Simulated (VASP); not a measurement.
# Mo (Im-3m) in VASP: single point with r2SCAN+rVV10

Aim: the single point of Mo with r2SCAN+rVV10.

Program: VASP 6.6.1. These are calculated values, not measurements. Logs are shortened: lines on timing, memory, paths and dates and some standing lists are left out, and cuts for length are marked.

## 1. The cell of the first run

Symmetry: Im-3m, No. 229, cubic system. The conventional cell has a = 3.130 Å, b = 3.130 Å, c = 3.130 Å, α = 90.00°, β = 90.00°, γ = 90.00°. Mo (site symmetry m-3m) has 14 Mo at 2.71 to 3.13 Å within 3.6 Å.

## 2. Single point, r2SCAN+rVV10

POSCAR

```
Mo
1.0
   -1.5650000000      1.5650000000      1.5650000000
    1.5650000000     -1.5650000000      1.5650000000
    1.5650000000      1.5650000000     -1.5650000000
Mo
1
Direct
    0.0000000000      0.0000000000      0.0000000000
```

INCAR.step1

```
ALGO     = Normal         # electronic algorithm
EDIFF    = 1E-5           # SCF threshold, eV
ENCUT    = 550            # plane-wave cutoff, eV
GGA      = PE             # functional
GGA_COMPAT= False        
ISMEAR   = 0              # smearing method
LASPH    = True           # aspherical terms in the spheres
LCHARG   = False          # write CHGCAR
LREAL    = False          # projectors in reciprocal space
LWAVE    = True           # write WAVECAR
NBANDS   = 13             # bands
NELM     = 120            # most SCF steps
PREC     = Accurate       # precision mode
SIGMA    = 0.1            # smearing width, eV
```

INCAR.step2

```
ALGO     = Normal         # electronic algorithm
BPARAM   = 11.95        
CPARAM   = 0.0093       
EDIFF    = 1E-6           # SCF threshold, eV
ENCUT    = 550            # plane-wave cutoff, eV
GGA_COMPAT= False        
ISIF     = 2              # what is computed and relaxed
ISMEAR   = 0              # smearing method
ISTART   = 1            
IVDW_NL  = 2            
LASPH    = True           # aspherical terms in the spheres
LCHARG   = False          # write CHGCAR
LMIXTAU  = True         
LREAL    = False          # projectors in reciprocal space
LUSE_VDW = True         
LWAVE    = False          # write WAVECAR
METAGGA  = R2SCAN         # meta-GGA
NBANDS   = 13             # bands
NELM     = 120            # most SCF steps
PREC     = Accurate       # precision mode
SIGMA    = 0.1            # smearing width, eV
```

KPOINTS

```
k-points
0
Gamma
  8 8 8
```

Potentials or basis: VASP PAW PBE potentials, release 64 (Mo_sv).

The run is started by

```console
cat potpaw_PBE.64/Mo_sv/POTCAR > POTCAR
cp INCAR.step1 INCAR
mpirun -np 1 vasp_std > vasp.out
cp INCAR.step2 INCAR
mpirun -np 1 vasp_std > vasp.out
```

OUTCAR:

```text
BPARAM = 11.95
   EDIFF = 1E-6
   ENCUT = 550
   ISIF = 2
   ISMEAR = 0
   ISTART = 1
   IVDW_NL = 2
   LASPH = True
   LREAL = False
   METAGGA = R2SCAN
   NELM = 120
   PREC = Accurate

 ion  position               nearest neighbor table
   1  0.000  0.000  0.000-

  LATTYP: Found a body centered cubic cell.
 ALAT       =     3.1300000000

  Lattice vectors:

 A1 = (  -1.5650000000,   1.5650000000,   1.5650000000)
 A2 = (   1.5650000000,  -1.5650000000,   1.5650000000)
 A3 = (   1.5650000000,   1.5650000000,  -1.5650000000)

Analysis of symmetry for initial positions (statically):
=====================================================================
 Subroutine PRICEL returns:
 Original cell was already a primitive cell.

 Routine SETGRP: Setting up the symmetry group for a
 body centered cubic supercell.

 Subroutine GETGRP returns: Found 48 space group operations
 (whereof 48 operations were pure point group operations)
 out of a pool of 48 trial point group operations.

The static configuration has the point symmetry O_h .

Analysis of symmetry for dynamics (positions and initial velocities):
=====================================================================
 Subroutine PRICEL returns:
 Original cell was already a primitive cell.

 Routine SETGRP: Setting up the symmetry group for a
 body centered cubic supercell.

 Subroutine GETGRP returns: Found 48 space group operations
 (whereof 48 operations were pure point group operations)
 out of a pool of 48 trial point group operations.

The dynamic configuration has the point symmetry O_h .

 Subroutine INISYM returns: Found 48 space group operations
 (whereof 48 operations are pure point group operations),
 and found     1 'primitive' translations

----------------------------------------------------------------------------------------

                                     Primitive cell

  volume of cell :      15.3321

  direct lattice vectors                    reciprocal lattice vectors
    -1.565000000  1.565000000  1.565000000     0.000000000  0.319488818  0.319488818
     1.565000000 -1.565000000  1.565000000     0.319488818  0.000000000  0.319488818
     1.565000000  1.565000000 -1.565000000     0.319488818  0.319488818  0.000000000

  length of vectors
     2.710659514  2.710659514  2.710659514     0.451825419  0.451825419  0.451825419

  position of ions in fractional coordinates (direct lattice)
     0.000000000  0.000000000  0.000000000

  ion indices of the primitive-cell ions
[... 83 lines left out ...]
   TEBEG  =    0.0;   TEEND  =   0.0 temperature during run
   PSTRESS=    0.0 pullay stress
   NELECT =      14.0000    total number of electrons
   NUPDOWN=      -1.0000    fix difference up-down
   EMIN   =  10.00;   EMAX   =-10.00  energy-range for DOS
   EFERMI =   0.00;   METHOD = LEGACY
   ISMEAR =     0;   SIGMA  =   0.10  broadening in eV -4-tet -1-fermi 0-gaus
   EFERMI_NEDOS =   21; number of points for ismear=-14 and -15
   IALGO  =     38    algorithm
   IMIX   =      4    mixing-type and parameters
     AMIX     =   0.40;   BMIX     =  1.00
     AMIX_MAG =   1.60;   BMIX_MAG =  1.00
  volume/ion in A,a.u.               =      15.33       103.47
  Fermi-wavevector in a.u.,A,eV,Ry     =   1.588241  3.001341 34.320841  2.522511
  Thomas-Fermi vector in A             =   2.687275
   LORBIT       =      0    0 simple, 1 ext, 2 COOP (PROOUT), +10 PAW based schemes
   METAGGA = R2SCAN    functional components
   LHFCALC =     F    Hartree Fock is set to
   AEXX    =    0.0000 exact exchange contribution
   IVDW_NL    =     2    kernel type
   BPARAM     =11.9500
   IVDW    =     0    specifies the selected vdW correction
   LEPSILON=     F    determine dielectric tensor
   LRPA    =     F    only Hartree local field effects (RPA)
 non-spin polarized calculation
 Gauss-broadening in eV      SIGMA  =   0.10
  energy-cutoff  :      550.00
  volume of cell :       15.33
 maximum number of plane-waves:       466
 NGX is ok and might be reduce to    24
   NGX = 11   NGY = 11   NGZ = 11

 number of electron      14.0000000 magnetization

 Free energy of the ion-electron system (eV)
  ---------------------------------------------------
  ext. energy  EPLUGINS =         0.00000000
  ---------------------------------------------------
  free energy    TOTEN  =       -25.82980400 eV

  energy without entropy =      -25.82608365  energy(sigma->0) =      -25.82794382

 E-fermi :  12.7491     XC(G=0): -14.7836

 val. band max:       12.5883387955   @ k =   0.3750   0.1250   0.0000
 cond. band min:      12.7553636843   @ k =  -0.2500   0.2500   0.1250
 fundamental gap:      0.1670248888
 Fermi energy:        12.7490667778

 k-point     1 :       0.0000    0.0000    0.0000
  band No.  band energies     occupation
      1     -50.3745      2.00000
      2     -22.7955      2.00000
      3     -22.7955      2.00000
      4     -22.7955      2.00000
      5       5.1139      2.00000
      6      11.3900      2.00000
      7      11.3900      2.00000
      8      11.3900      2.00000
      9      14.7981      0.00000
     10      14.7981      0.00000
     11      28.3616      0.00000
     12      28.3616      0.00000
     13      28.3616      0.00000
[... 354 lines left out ...]
  band No.  band energies     occupation
      1     -49.9889      2.00000
      2     -23.9829      2.00000
      3     -23.5247      2.00000
      4     -23.3823      2.00000
      5       8.6514      2.00000
      6       9.2664      2.00000
      7      12.1553      2.00000
      8      13.0726      0.00000
      9      15.9365      0.00000
     10      18.2923      0.00000
     11      27.5761      0.00000
     12      29.7187      0.00000
     13      30.7592      0.00000

 [... further k-points ...]

------------------------ aborting loop because EDIFF is reached ----------------------------------------

  FORCE on cell =-STRESS in cart. coord.  units (eV):
  Direction    XX          YY          ZZ          XY          YZ          ZX
  --------------------------------------------------------------------------------------
  -------------------------------------------------------------------------------------
  Total        0.5845302      0.5845302      0.5845302      0.0000000      0.0000000      0.0000000
  in kB       61.0821774     61.0821774     61.0821774      0.0000000      0.0000000      0.0000000
  external PRESSURE =      61.0821774 kB  Pullay stress =       0.0000000 kB

 VOLUME and BASIS-vectors are now :
 -----------------------------------------------------------------------------
  energy-cutoff  :      550.00
  volume of cell :       15.33
      direct lattice vectors                 reciprocal lattice vectors
    -1.565000000  1.565000000  1.565000000     0.000000000  0.319488818  0.319488818
     1.565000000 -1.565000000  1.565000000     0.319488818  0.000000000  0.319488818
     1.565000000  1.565000000 -1.565000000     0.319488818  0.319488818  0.000000000

 POSITION                                       TOTAL-FORCE (eV/Angst)
 -----------------------------------------------------------------------------------
      0.00000      0.00000      0.00000        -0.000000     -0.000000      0.000000
 -----------------------------------------------------------------------------------
    total drift:                                0.000000      0.000000      0.000000

  FREE ENERGIE OF THE ION-ELECTRON SYSTEM (eV)
  ---------------------------------------------------
  free  energy   TOTEN  =       -25.8298039957 eV

  energy  without entropy=      -25.8260836505  energy(sigma->0) =      -25.82794382
```

OUTCAR.step1:

```text
EDIFF = 1E-5
   ENCUT = 550
   GGA = PE
   ISMEAR = 0
   LASPH = True
   LREAL = False
[... 599 lines left out ...]

 POSITION                                       TOTAL-FORCE (eV/Angst)
 -----------------------------------------------------------------------------------
      0.00000      0.00000      0.00000        -0.000000     -0.000000     -0.000000
 -----------------------------------------------------------------------------------
    total drift:                               -0.000000      0.000000      0.000000

  FREE ENERGIE OF THE ION-ELECTRON SYSTEM (eV)
  ---------------------------------------------------
  free  energy   TOTEN  =       -10.9003424144 eV

  energy  without entropy=      -10.8955424645  energy(sigma->0) =      -10.89794244
```

OSZICAR.step1:

```text
N       E                     dE             d eps       ncg     rms          rms(c)
DAV:   1     0.978034211893E+02    0.97803E+02   -0.80225E+03   754   0.114E+03
DAV:   2    -0.103610013503E+02   -0.10816E+03   -0.10457E+03   859   0.322E+02
DAV:   3    -0.115493971560E+02   -0.11884E+01   -0.11863E+01   844   0.342E+01
DAV:   4    -0.115520495589E+02   -0.26524E-02   -0.26524E-02   829   0.196E+00
DAV:   5    -0.115520675898E+02   -0.18031E-04   -0.18031E-04   869   0.139E-01    0.154E+01
DAV:   6    -0.109829331881E+02    0.56913E+00   -0.68958E-01   774   0.103E+01    0.434E+00
DAV:   7    -0.109036648494E+02    0.79268E-01   -0.14556E-01   824   0.452E+00    0.906E-01
DAV:   8    -0.109003267615E+02    0.33381E-02   -0.44131E-03   784   0.854E-01    0.166E-01
DAV:   9    -0.109003331718E+02   -0.64103E-05   -0.16396E-04   829   0.163E-01    0.663E-02
DAV:  10    -0.109003424144E+02   -0.92427E-05   -0.19332E-05   779   0.541E-02
   1 F= -.10900342E+02 E0= -.10897942E+02  d E =-.479995E-02
```

Run time: 69 s. Hardware: 1 thread of Intel Xeon 8259CL, shared host; peak memory 0.21 GiB.

What came out:

| Property | Result |
| --- | --- |
| Free energy | -25.8298 eV |
| Pressure | 6.1 GPa |
| Band gap on the k mesh | zero (band 7 reaches 17.11 eV, above the bottom of band 8 at 11.39 eV) |

Levels at points of the mesh, in eV from the Fermi level:
```
           k point  band 3  band 4  band 5  band 6  band 7  band 8  band 9  band 10  band 11  band 12
(0.00, 0.00, 0.00)  -35.54  -35.54   -7.64   -1.36   -1.36   -1.36    2.05     2.05    15.61    15.61
(0.50, 0.00, 0.00)  -36.05  -35.56   -5.62   -3.58    1.75    2.04    2.76     5.18    12.64    12.66
(0.50, 0.50, 0.50)  -36.64  -36.64   -5.71   -5.71    4.36    4.36    4.36     9.73     9.73     9.73
```

Caveat: the PAW data sets were made with another functional, which shifts forces and pressure a little.
